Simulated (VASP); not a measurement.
**Bi7Sb: single point with PBE+D3(BJ)**

Bi7Sb:

```
CELL_PARAMETERS angstrom
-4.50748 -2.60239 3.91410
4.50748 -2.60239 3.91410
0.00000 5.20479 3.91410
ATOMIC_POSITIONS crystal
Sb 0.23400 0.23400 0.23400
Bi 0.73400 0.73400 0.23400
Bi 0.73400 0.23400 0.73400
Bi 0.23400 0.73400 0.73400
Bi 0.76600 0.76600 0.76600
Bi 0.26600 0.26600 0.76600
Bi 0.26600 0.76600 0.26600
Bi 0.76600 0.26600 0.26600
```

```yaml
Program: VASP 6.6.1
Task: single point
Functional: PBE
Dispersion: D3(BJ)
Potentials_or_basis: VASP PAW PBE potentials, release 64 (Sb, Bi_d)
Cutoff: 520 eV
k_mesh: 3 × 3 × 3
Occupations: gaussian, width 0.1 eV
Spin: no spin polarisation
```

```yaml
Pressure: 0.0 GPa
Largest_force: 0.364 eV/Å
Band_gap_on_the_k_mesh: 0.69 eV
Dispersion_energy_per_atom: -0.457 eV
```

Forces in eV/Å, atoms in the order of the input:
```
Sb   0.000  0.000 -0.036
Bi   0.000 -0.006  0.364
Bi  -0.005  0.003  0.364
Bi   0.005  0.003  0.364
Bi   0.000  0.000 -0.352
Bi   0.000  0.234 -0.234
Bi   0.203 -0.117 -0.234
Bi  -0.203 -0.117 -0.234
```

Levels at points of the mesh, in eV from the valence-band top:
```tsv
k point	band 53	band 54	band 55	band 56	band 57	band 58
(0.00, 0.00, 0.00)	-1.39	-1.14	-1.14	2.41	2.43	2.43
```

Run time: 58 s on 1 thread of AMD EPYC 9R45 96-Core Processor (Zen 5), with other jobs on the host, peak memory 0.33 GiB.

Caveat: spin-orbit coupling is left out, which moves the levels of the heavy elements. A k mesh can miss the band edges.
